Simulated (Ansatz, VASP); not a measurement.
# Two plane-wave programs on BaNaF

```xyz
3
Lattice="4.4271 0.0000 0.0000 -2.2136 3.8340 0.0000 0.0000 0.0000 4.3697" Properties=species:S:1:pos:R:3 pbc="T T T"
Na    0.0000    0.0000    0.0000
Ba    0.0000    2.5560    2.1848
F     2.2136    1.2780    2.1848
```

Change from the starting cell: species swapped into the HoCuSi type (P-6m2, No. 187).

Alike in both runs: task single point; functional PBE; k mesh 6 × 6 × 4; occupations gaussian, width 0.1 eV; no spin polarisation.

|  | VASP | Ansatz |
| --- | --- | --- |
| version | VASP 6.6.1 | Ansatz 0.2.0 |
| potentials or method | VASP PAW PBE potentials, release 64 (Na_pv, Ba_sv, F), cutoff 520 eV | scalar-relativistic, plane waves, PAW |
| valence electrons in the cell | 24 | 26 |

Ansatz gave:

* gap on the k mesh at the Fermi level (eV): none
* pressure (GPa): 8.3
* traceless stress, the component that is largest in VASP (GPa): 3.44

**Question.** Which values does VASP return?

**Answer.** gap on the k mesh at the Fermi level (eV): none; pressure (GPa): 8.9; traceless stress, the component that is largest in VASP (GPa): 2.87.

A gap of «none» marks a metal or a gap that the smearing closes. VASP's potentials hold 24 valence electrons a cell and Ansatz's 26, so a difference there can come from the potentials and not from the codes.

Spin-orbit coupling is off throughout.
